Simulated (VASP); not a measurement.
# WS2 (P6_3/mmc) in VASP: a series of runs

Runs on WS2. Level: PBEsol+D3(BJ). Tasks: single point.

All numbers are computed with VASP 6.6.1; they aren't measurements. Logs are shortened: lines on timing, memory, paths and dates and some standing lists are left out, and cuts for length are marked.

## Step 1: The cell of the first run

The structure is hexagonal, space group P6_3/mmc (No. 194). The conventional cell has a = 3.115 Å, b = 3.115 Å, c = 11.772 Å, α = 90.00°, β = 90.00°, γ = 120.00°. Within 3.2 Å of W (site symmetry -6m2) lie 6 S at 2.39 Å and 6 W at 3.11 Å. S (site symmetry 3m) has 3 W at 2.39 Å and 10 S at 3.11 to 3.28 Å within 3.3 Å.

## Step 2: Single point, PBEsol+D3(BJ)

Contents of INCAR:

```
  ALGO = Normal
  EDIFF = 1E-7
  ENCUT = 520
  GGA = PS
  ISIF = 2
  ISMEAR = 0
  IVDW = 12
  LASPH = True
  LCHARG = False
  LREAL = False
  LWAVE = False
  NBANDS = 35
  NELM = 80
  PREC = Accurate
  SIGMA = 0.02
```

Contents of KPOINTS:

```
k-points
0
Gamma
  12 12 4
```

Contents of POSCAR:

```
WS2
1.0
    3.1147273971      0.0000000000      0.0000000000
   -1.5573636985      2.6974330517      0.0000000000
    0.0000000000      0.0000000000     11.7722466704
W S
2 4
Direct
    0.3333333333      0.6666666667      0.2500000000
    0.6666666667      0.3333333333      0.7500000000
    0.3333333333      0.6666666667      0.6164531912
    0.6666666667      0.3333333333      0.1164531912
    0.3333333333      0.6666666667      0.8835468088
    0.6666666667      0.3333333333      0.3835468088
```

Potentials or basis: VASP PAW PBE potentials, release 64 (W_sv, S).

The run is started by

```bash
> cat potpaw_PBE.64/W_sv/POTCAR potpaw_PBE.64/S/POTCAR > POTCAR
> mpirun -np 1 vasp_std > vasp.out
```

OUTCAR:

```text
EDIFF = 1E-7
   ENCUT = 520
   GGA = PS
   ISIF = 2
   ISMEAR = 0
   IVDW = 12
   LASPH = True
   LREAL = False
   NELM = 80
   PREC = Accurate
 IVDW          = 12

 ion  position               nearest neighbor table
   1  0.333  0.667  0.250-   4 2.39   6 2.39   4 2.39   6 2.39   4 2.39   6 2.39
   2  0.667  0.333  0.750-   3 2.39   5 2.39   3 2.39   5 2.39   3 2.39   5 2.39
   3  0.333  0.667  0.616-   2 2.39   2 2.39   2 2.39
   4  0.667  0.333  0.116-   1 2.39   1 2.39   1 2.39
   5  0.333  0.667  0.884-   2 2.39   2 2.39   2 2.39
   6  0.667  0.333  0.384-   1 2.39   1 2.39   1 2.39

  LATTYP: Found a hexagonal cell.
 ALAT       =     3.1147273971
 C/A-ratio  =     3.7795431733

  Lattice vectors:

 A1 = (   3.1147273971,   0.0000000000,   0.0000000000)
 A2 = (  -1.5573636985,   2.6974330517,   0.0000000000)
 A3 = (   0.0000000000,   0.0000000000,  11.7722466704)

Analysis of symmetry for initial positions (statically):
=====================================================================
 Subroutine PRICEL returns:
 Original cell was already a primitive cell.

 Routine SETGRP: Setting up the symmetry group for a
 hexagonal supercell.

 Subroutine GETGRP returns: Found 24 space group operations
 (whereof 12 operations were pure point group operations)
 out of a pool of 24 trial point group operations.

The static configuration has the point symmetry D_3d.
 The point group associated with its full space group is D_6h.

Analysis of symmetry for dynamics (positions and initial velocities):
=====================================================================
 Subroutine PRICEL returns:
 Original cell was already a primitive cell.

 Routine SETGRP: Setting up the symmetry group for a
 hexagonal supercell.

 Subroutine GETGRP returns: Found 24 space group operations
 (whereof 12 operations were pure point group operations)
 out of a pool of 24 trial point group operations.

The dynamic configuration has the point symmetry D_3d.
 The point group associated with its full space group is D_6h.

 Subroutine INISYM returns: Found 24 space group operations
 (whereof 12 operations are pure point group operations),
 and found     1 'primitive' translations

----------------------------------------------------------------------------------------

                                     Primitive cell

  volume of cell :      98.9077

  direct lattice vectors                    reciprocal lattice vectors
     3.114727397  0.000000000  0.000000000     0.321055384  0.185361412  0.000000000
    -1.557363698  2.697433052  0.000000000     0.000000000  0.370722825  0.000000000
     0.000000000  0.000000000 11.772246670     0.000000000  0.000000000  0.084945553

  length of vectors
     3.114727397  3.114727397 11.772246670     0.370722825  0.370722825  0.084945553

  position of ions in fractional coordinates (direct lattice)
     0.333333333  0.666666667  0.250000000
     0.666666667  0.333333333  0.750000000
     0.333333333  0.666666667  0.616453191
     0.666666667  0.333333333  0.116453191
     0.333333333  0.666666667  0.883546809
     0.666666667  0.333333333  0.383546809

  ion indices of the primitive-cell ions
   primitive index   ion index
                 1           1
                 2           2
                 3           3
                 4           4
                 5           5
                 6           6

----------------------------------------------------------------------------------------

 KPOINTS: k-points

Automatic generation of k-mesh.
 Grid dimensions read from file:
 generate k-points for:   12   12    4

 Generating k-lattice:

  Cartesian coordinates                     Fractional coordinates (reciprocal lattice)
     0.026754615  0.015446784  0.000000000     0.083333333  0.000000000  0.000000000
     0.000000000  0.030893569  0.000000000     0.000000000  0.083333333  0.000000000
     0.000000000  0.000000000  0.021236388     0.000000000  0.000000000  0.250000000

  Length of vectors
     0.030893569  0.030893569  0.021236388

  Shift w.r.t. Gamma in fractional coordinates (k-lattice)
     0.000000000  0.000000000  0.000000000

 Subroutine IBZKPT returns following result:
 ===========================================

 Found     57 irreducible k-points:

 Following reciprocal coordinates:
            Coordinates               Weight
  0.000000  0.000000  0.000000      1.000000
  0.083333 -0.000000  0.000000      6.000000
  0.166667 -0.000000  0.000000      6.000000
  0.250000 -0.000000  0.000000      6.000000
  0.333333 -0.000000  0.000000      6.000000
  0.416667 -0.000000  0.000000      6.000000
[... 16 lines left out ...]
  0.250000 -0.000000  0.250000     12.000000
  0.333333 -0.000000  0.250000     12.000000
 [... further k-points ...]
   k-points           NKPTS =     57   k-points in BZ     NKDIM =     57   number of bands    NBANDS=     35
   number of dos      NEDOS =    301   number of ions     NIONS =      6
   total plane-waves  NPLWV =  51840
   dimension x,y,z NGX =    24 NGY =   24 NGZ =   90
   dimension x,y,z NGXF=    48 NGYF=   48 NGZF=  180
   ions per type =               2   4
   NGX,Y,Z   is equivalent  to a cutoff of  12.81, 12.81, 12.71 a.u.
   NGXF,Y,Z  is equivalent  to a cutoff of  25.62, 25.62, 25.42 a.u.
 SYSTEM =  unknown system
   PREC   = accura    normal or accurate (medium, high low for compatibility)
   ISTART =      0    job   : 0-new  1-cont  2-samecut
   ICHARG =      2    charge: 1-file 2-atom 10-const
   ISPIN  =      1    spin polarized calculation?
   LNONCOLLINEAR =      F non collinear calculations
   LSORBIT =      F    spin-orbit coupling
   LASPH  =      T    aspherical Exc in radial PAW
   ENCUT  =  520.0 eV  38.22 Ry    6.18 a.u.   5.79  5.79 21.89*2*pi/ulx,y,z
   NELM   =     80;   NELMIN=  2; NELMDL= -5     # of ELM steps
   EDIFF  = 0.1E-06   stopping-criterion for ELM
   LREAL  =      F    real-space projection
   EDIFFG = 0.1E-05   stopping-criterion for IOM
   NSW    =      0    number of steps for IOM
   IBRION =     -1    ionic relax: 0-MD 1-quasi-New 2-CG
   NFREE  =      0    steps in history (QN), initial steepest desc. (CG)
   ISIF   =      2    stress and relaxation
   ISYM   =      2    0-nonsym 1-usesym 2-fastsym
   POTIM  = 0.5000    time-step for ionic-motion
   TEBEG  =    0.0;   TEEND  =   0.0 temperature during run
   PSTRESS=    0.0 pullay stress
   NELECT =      52.0000    total number of electrons
   NUPDOWN=      -1.0000    fix difference up-down
   EMIN   =  10.00;   EMAX   =-10.00  energy-range for DOS
   EFERMI =   0.00;   METHOD = LEGACY
   ISMEAR =     0;   SIGMA  =   0.02  broadening in eV -4-tet -1-fermi 0-gaus
   EFERMI_NEDOS =   21; number of points for ismear=-14 and -15
   IALGO  =     38    algorithm
   IMIX   =      4    mixing-type and parameters
     AMIX     =   0.40;   BMIX     =  1.00
     AMIX_MAG =   1.60;   BMIX_MAG =  1.00
  volume/ion in A,a.u.               =      16.48       111.24
  Fermi-wavevector in a.u.,A,eV,Ry     =   1.321293  2.496882 23.753271  1.745816
  Thomas-Fermi vector in A             =   2.451058
   LORBIT       =      0    0 simple, 1 ext, 2 COOP (PROOUT), +10 PAW based schemes
   GGA     = PS    functional components
   LHFCALC =     F    Hartree Fock is set to
   AEXX    =    0.0000 exact exchange contribution
   IVDW    =    12    specifies the selected vdW correction
   LEPSILON=     F    determine dielectric tensor
   LRPA    =     F    only Hartree local field effects (RPA)
 non-spin polarized calculation
 Gauss-broadening in eV      SIGMA  =   0.02
  energy-cutoff  :      520.00
  volume of cell :       98.91
 maximum number of plane-waves:      2690
 NGX is ok and might be reduce to    24
   NGX = 11   NGY = 11   NGZ = 43

 number of electron      52.0000001 magnetization

 Free energy of the ion-electron system (eV)
  ---------------------------------------------------
  ext. energy  EPLUGINS =         0.00000000
  ---------------------------------------------------
  free energy    TOTEN  =       -50.44779076 eV

  energy without entropy =      -50.44779076  energy(sigma->0) =      -50.44779076

 E-fermi :   8.6262     XC(G=0): -11.5847

 val. band max:        8.4650794143   @ k =   0.0000   0.0000   0.0000
 cond. band min:       9.1444863026   @ k =   0.1667   0.1667   0.0000
 fundamental gap:      0.6794068883
 Fermi energy:         8.6261742770

 k-point     1 :       0.0000    0.0000    0.0000
  band No.  band energies     occupation
      1     -66.1770      2.00000
      2     -66.1769      2.00000
      3     -30.4840      2.00000
      4     -30.4839      2.00000
      5     -30.2553      2.00000
      6     -30.2553      2.00000
[... 27 lines left out ...]
     34      11.0295      0.00000
     35      13.2936      0.00000

 k-point     2 :       0.0833   -0.0000    0.0000
  band No.  band energies     occupation
      1     -66.1754      2.00000
      2     -66.1754      2.00000
      3     -30.4787      2.00000
      4     -30.4786      2.00000
      5     -30.2845      2.00000
      6     -30.2844      2.00000
[... 27 lines left out ...]
     34      10.9847      0.00000
     35      13.8640      0.00000

 k-point     3 :       0.1667   -0.0000    0.0000
  band No.  band energies     occupation
      1     -66.1712      2.00000
      2     -66.1712      2.00000
      3     -30.4641      2.00000
      4     -30.4640      2.00000
      5     -30.3634      2.00000
      6     -30.3634      2.00000
[... 27 lines left out ...]
     34      11.5693      0.00000
     35      14.9875      0.00000
[... 723 lines left out ...]
 k-point    23 :       0.2500   -0.0000    0.2500
  band No.  band energies     occupation
      1     -66.1654      2.00000
      2     -66.1654      2.00000
      3     -30.4695      2.00000
      4     -30.4695      2.00000
      5     -30.4442      2.00000
      6     -30.4441      2.00000
[... 27 lines left out ...]
     34      12.1309      0.00000
     35      15.0026      0.00000

 k-point    24 :       0.3333   -0.0000    0.2500
  band No.  band energies     occupation
      1     -66.1597      2.00000
      2     -66.1596      2.00000
      3     -30.5738      2.00000
      4     -30.5738      2.00000
      5     -30.4242      2.00000
      6     -30.4241      2.00000
[... 27 lines left out ...]
     34      12.5515      0.00000
     35      14.0473      0.00000

 [... further k-points ...]

------------------------ aborting loop because EDIFF is reached ----------------------------------------

 Edisp (eV)   -2.49752

 E8    (eV) :    -1.6207

  FORCE on cell =-STRESS in cart. coord.  units (eV):
  Direction    XX          YY          ZZ          XY          YZ          ZX
  --------------------------------------------------------------------------------------
  -------------------------------------------------------------------------------------
  Total       0.08648     0.08648     0.12657     0.00000     0.00000     0.00000
  in kB       1.40083     1.40083     2.05028     0.00000     0.00000     0.00000
  external pressure =        1.62 kB  Pullay stress =        0.00 kB

 VOLUME and BASIS-vectors are now :
 -----------------------------------------------------------------------------
  energy-cutoff  :      520.00
  volume of cell :       98.91
      direct lattice vectors                 reciprocal lattice vectors
     3.114727397  0.000000000  0.000000000     0.321055384  0.185361412  0.000000000
    -1.557363698  2.697433052  0.000000000     0.000000000  0.370722825  0.000000000
     0.000000000  0.000000000 11.772246670     0.000000000  0.000000000  0.084945553

 POSITION                                       TOTAL-FORCE (eV/Angst)
 -----------------------------------------------------------------------------------
     -0.00000      1.79829      2.94306         0.000000     -0.000000      0.000000
      1.55736      0.89914      8.82919        -0.000000      0.000000      0.000000
     -0.00000      1.79829      7.25704         0.000000      0.000000     -0.019532
      1.55736      0.89914      1.37092         0.000000      0.000000     -0.019532
     -0.00000      1.79829     10.40133        -0.000000     -0.000000      0.019532
      1.55736      0.89914      4.51521         0.000000     -0.000000      0.019532
 -----------------------------------------------------------------------------------
    total drift:                               -0.000000      0.000000     -0.000000

  FREE ENERGIE OF THE ION-ELECTRON SYSTEM (eV)
  ---------------------------------------------------
  free  energy   TOTEN  =       -52.9453091939 eV

  energy  without entropy=      -52.9453091939  energy(sigma->0) =      -52.94530919
```

Run time: 3.1 min. Hardware: 1 thread of Intel Xeon Platinum 8375C at 2.90GHz (Ice Lake), shared host; peak memory 0.32 GiB.

Results:

- Free energy: -52.9453 eV
- Pressure: 0.2 GPa
- Largest force: 0.020 eV/Å
- Band gap on the k mesh: 0.68 eV (least direct gap 1.93 eV)
- Dispersion energy per atom: -0.416 eV

Forces in eV/Å, atoms in the order of the input:
```
W    0.000  0.000  0.000
W    0.000  0.000  0.000
S    0.000  0.000 -0.020
S    0.000  0.000 -0.020
S    0.000  0.000  0.020
S    0.000  0.000  0.020
```

Caveat: the PAW data sets were made with another functional, which shifts forces and pressure a little; spin-orbit coupling is left out, which moves the levels of the heavy elements. A k mesh can miss the band edges.

## Step 3: Single point, PBEsol+D3(BJ)

Contents of INCAR:

```
SYSTEM = WS2
ALGO = Normal
EDIFF = 1E-6
ENCUT = 520
GGA = PS
ISIF = 2
ISMEAR = 0
IVDW = 12
LASPH = .TRUE.
LCHARG = .FALSE.
LREAL = .FALSE.
LWAVE = .FALSE.
NBANDS = 35
NELM = 80
PREC = Accurate
SIGMA = 0.05
```

Contents of KPOINTS:

```
k-points
0
G
  12 12 4
  0 0 0
```

POSCAR is that of step 2.

Potentials or basis: VASP PAW PBE potentials, release 64 (W_sv, S).

The run is started by

```bash
> cat potpaw_PBE.64/W_sv/POTCAR potpaw_PBE.64/S/POTCAR > POTCAR
> mpirun -np 1 vasp_std > vasp.out
```

Wall time 2.7 min (1 thread of Intel Xeon Platinum 8375C at 2.90GHz (Ice Lake), shared host); peak memory 0.32 GiB.

It converged, with:

| Quantity | Value |
| --- | --- |
| Free energy | -52.9453 eV |
| Pressure | 0.1 GPa |
| Largest force | 0.020 eV/Å |
| Band gap on the k mesh | 0.68 eV (least direct gap 1.93 eV) |
| Dispersion energy per atom | -0.416 eV |

Forces in eV/Å, atoms in the order of the input:
```
W    0.000  0.000  0.000
W    0.000  0.000  0.000
S    0.000  0.000 -0.020
S    0.000  0.000 -0.020
S    0.000  0.000  0.020
S    0.000  0.000  0.020
```

Levels at points of the mesh, in eV from the valence-band top:
```
           k point  band 22  band 23  band 24  band 25  band 26  band 27  band 28  band 29  band 30  band 31
(0.00, 0.00, 0.00)    -2.27    -2.27    -1.58    -1.26     0.00     2.22     2.22     2.24     2.24     2.26
(0.50, 0.00, 0.00)    -2.94    -2.14    -2.01    -1.77    -1.71     2.32     2.40     2.44     2.96     2.96
(0.00, 0.00, 0.50)    -2.32    -2.32    -2.32    -0.31    -0.31     2.21     2.21     2.21     2.21     2.43
(0.50, 0.00, 0.50)    -3.18    -1.95    -1.95    -1.82    -1.82     2.35     2.35     2.75     2.75     3.33
```

Caveat: the PAW data sets were made with another functional, which shifts forces and pressure a little; spin-orbit coupling is left out, which moves the levels of the heavy elements.
